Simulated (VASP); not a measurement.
Wanted: the native input for a VASP 6.6.1 run.

```yaml
Task: single point
Functional: HSE06
Potentials_or_basis: VASP PAW PBE potentials, release 64 (Mg, F)
Cutoff: 520 eV
k_mesh: 4 × 4 × 6
Occupations: gaussian, width 0.01 eV
Spin: no spin polarisation
Dipole_correction: no
Grid_for_exact_exchange_PRECFOCK: Normal
Further_INCAR_settings: ALGO = Normal; EDIFF = 1e-06; NBANDS = 25
Share_of_exact_exchange: 0.25
Screening_parameter: 0.2079 1/Å
```

Crystal: MgF2.

```
Mg F
1.0
     4.80690    0.00000    0.00000
     0.00000    4.80690    0.00000
     0.00000    0.00000    2.98157
Mg F
2 4
Direct
  0.00000 0.00000 0.00000
  0.50000 0.50000 0.50000
  0.30397 0.30397 0.00000
  0.19603 0.80397 0.50000
  0.80397 0.19603 0.50000
  0.69603 0.69603 0.00000
```

This cell differs from its parent crystal: epitaxial xy strain +4.0%.

One way to write it, as run:

POSCAR

```
MgF2
1.0
    4.8068966344      0.0000000000      0.0000000000
    0.0000000000      4.8068966344      0.0000000000
    0.0000000000      0.0000000000      2.9815746277
Mg F
2 4
Direct
    0.0000000000      0.0000000000      0.0000000000
    0.5000000000      0.5000000000      0.5000000000
    0.3039688291      0.3039688291      0.0000000000
    0.1960311709      0.8039688291      0.5000000000
    0.8039688291      0.1960311709      0.5000000000
    0.6960311709      0.6960311709      0.0000000000
```

INCAR.step1

```
SYSTEM = MgF2
  PREC = Accurate
  ENCUT = 520
  EDIFF = 1E-5
  ISMEAR = 0
  SIGMA = 0.01
  LREAL = .FALSE.
  LASPH = .TRUE.
  NELM = 120
  ALGO = Normal
  ISIF = 2
  LWAVE = .TRUE.
  LCHARG = .FALSE.
  GGA = PE
  NBANDS = 25
  GGA_COMPAT = .FALSE.
  KPAR = 4
```

INCAR.step2

```
SYSTEM = MgF2
  PREC = Accurate
  ENCUT = 520
  EDIFF = 1E-6
  ISMEAR = 0
  SIGMA = 0.01
  LREAL = .FALSE.
  LASPH = .TRUE.
  NELM = 120
  ALGO = Normal
  ISIF = 2
  LWAVE = .FALSE.
  LCHARG = .FALSE.
  GGA = PE
  LHFCALC = .TRUE.
  HFSCREEN = 0.2079
  PRECFOCK = Normal
  ISTART = 1
  NBANDS = 25
  GGA_COMPAT = .FALSE.
  KPAR = 4
```

KPOINTS

```
regular mesh
0
G
  4 4 6
  0 0 0
```

Potentials or basis: VASP PAW PBE potentials, release 64 (Mg, F).

Command:

```bash
$ cat potpaw_PBE.64/Mg/POTCAR potpaw_PBE.64/F/POTCAR > POTCAR
$ cp INCAR.step1 INCAR
$ mpirun -np 4 vasp_std > vasp.out
$ cp INCAR.step2 INCAR
$ mpirun -np 4 vasp_std > vasp.out
```

Results of the run:

```
Pressure               : -3.9 GPa
Largest force          : 0.030 eV/Å
Band gap on the k mesh : 9.09 eV
```

Caveat: the cell differs from its parent crystal (epitaxial xy strain +4.0%); the stress differs along the axes, from -6 to 1 GPa; the structure was generated, so it needn't be the stable form of MgF2; the PAW data sets were made with another functional, which shifts forces and pressure a little.

Wall time 25 min on 4 MPI ranks on Intel(R) Xeon(R) Platinum 8375C CPU @ 2.90GHz (Ice Lake) (shared host), peak memory 0.31 GiB a rank.
